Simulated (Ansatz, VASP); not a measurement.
**Ta in VASP and in Ansatz**

INCAR

```
SYSTEM = Ta
ALGO = Normal ; EDIFF = 1E-6
ENCUT = 520 ; GGA = PE
ISIF = 2 ; ISMEAR = 0
LASPH = .True. ; LCHARG = .True.
LELF = .True. ; LREAL = .False.
LVHAR = .True. ; LWAVE = .False.
NBANDS = 12 ; NELM = 60
PREC = Accurate ; SIGMA = 0.15
```

File KPOINTS:

```
k-points
0
Gamma
  20 20 20
  0 0 0
```

POSCAR

```
Ta
1.0
   -1.4238956821      1.4238956821      2.1638942682
    1.4238956821     -1.4238956821      2.1638942682
    1.4238956821      1.4238956821     -2.1638942682
Ta
1
Direct
    0.0000000000      0.0000000000      0.0000000000
```

Input for Ansatz:

```yaml
crystal:
  lattice:
    - [-1.4238956821, 1.4238956821, 2.1638942682]
    - [1.4238956821, -1.4238956821, 2.1638942682]
    - [1.4238956821, 1.4238956821, -2.1638942682]
  atoms:
    - { symbol: Ta, position: [0.0, 0.0, 0.0] }
basis:
  ecutwfc: 420
kpoints:
  mp_grid: { grid: [20, 20, 20] }
hamiltonian:
  xc: pbe
  pseudopotentials: { kind: paw, azcp: { folder: soft_1 } }
scf:
  occupations: { method: gaussian, width: 0.15 }
output:
  forces: true
  stress: true
  eigenvalues: true
```

Alike in both runs: task single point; functional PBE; k mesh 20 × 20 × 20; occupations gaussian, width 0.15 eV; no spin polarisation.

```csv
,VASP,Ansatz
version,VASP 6.6.1,Ansatz 0.2.0
potentials or method,"VASP PAW PBE potentials, release 64 (Ta_pv), cutoff 520 eV","scalar-relativistic, plane waves, PAW"
valence electrons in the cell,11,13
```

VASP gave:

```
gap on the k mesh at the Fermi level (eV)                     : none
pressure (GPa)                                                : 14.4
traceless stress, the component that is largest in VASP (GPa) : 6.42
```

**Question.** Estimate Ansatz's values.

**Answer.** gap on the k mesh at the Fermi level (eV): none; pressure (GPa): 14.2; traceless stress, the component that is largest in VASP (GPa): 6.42.

A gap of «none» marks a metal or a gap that the smearing closes. VASP's potentials hold 11 valence electrons a cell and Ansatz's 13, so a difference there can come from the potentials and not from the codes.

Neither program's run includes spin-orbit coupling.
